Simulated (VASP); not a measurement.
## FeNi3: single point with PBEsol

FeNi3:

```
Ni Fe
1.0
     3.44133    0.00000    0.00000
     0.00000    3.44133    0.00000
     0.00000    0.00000    3.44133
Ni Fe
3 1
Direct
  0.50000 0.50000 0.00000
  0.50000 0.00000 0.50000
  0.00000 0.50000 0.50000
  0.00000 0.00000 0.00000
```

```json
{
  "Program": "VASP 6.6.1",
  "Task": "single point",
  "Functional": "PBEsol",
  "Potentials or basis": "VASP PAW PBE potentials, release 64 (Ni, Fe)",
  "Cutoff": "520 eV",
  "k mesh": "8 × 8 × 8",
  "Occupations": "fermi-dirac, width 0.05 eV",
  "Spin": "collinear spin, ferromagnetic start",
  "Starting moments": "[1.0, 1.0, 1.0, 3.0] μB",
  "Dipole correction": "no",
  "Further INCAR settings": "ALGO = Fast; EDIFF = 1e-06; NBANDS = 31"
}
```

The pressure is 9.8 GPa and the net moment is 4.57 μB per cell. The site moments are Ni +0.59; Fe +2.77 μB and the valence electrons inside the program's atomic spheres are Ni 9.51; Fe 7.29.

Levels at points of the mesh, in eV from the Fermi level:
Spin up:
| k point | band 18 | band 19 | band 20 | band 21 | band 22 | band 23 | band 24 | band 25 |
| --- | --- | --- | --- | --- | --- | --- | --- | --- |
| (0.00, 0.00, 0.00) | -0.56 | -0.56 | -0.56 | -0.56 | 2.27 | 2.27 | 2.27 | 9.66 |
| (0.50, 0.00, 0.00) | -1.64 | -1.35 | -1.08 | -0.56 | -0.56 | 8.01 | 8.01 | 8.02 |
| (0.50, 0.50, 0.00) | -1.71 | -1.59 | -1.59 | 0.92 | 0.92 | 1.03 | 1.07 | 11.84 |
| (0.50, 0.50, 0.50) | -0.73 | -0.73 | -0.73 | -0.69 | -0.69 | -0.69 | -0.61 | 6.09 |
Spin down:
| k point | band 14 | band 15 | band 16 | band 17 | band 18 | band 19 | band 20 | band 21 |
| --- | --- | --- | --- | --- | --- | --- | --- | --- |
| (0.00, 0.00, 0.00) | 0.27 | 0.27 | 0.27 | 1.03 | 1.03 | 1.37 | 1.37 | 1.37 |
| (0.50, 0.00, 0.00) | -1.12 | -0.99 | -0.45 | -0.22 | -0.22 | 0.27 | 0.43 | 0.59 |
| (0.50, 0.50, 0.00) | -1.39 | -1.39 | -0.92 | -0.82 | 0.11 | 0.11 | 0.28 | 1.55 |
| (0.50, 0.50, 0.50) | -0.57 | -0.57 | -0.57 | 0.03 | 0.03 | 0.03 | 0.85 | 0.85 |

Wall time 110 s on 1 thread of Oxide Virtual Turin-like Processor, on a shared host, peak memory 0.18 GiB.

Caveat: the cell stands under pressure; the PAW data sets were made with another functional, which shifts forces and pressure a little.
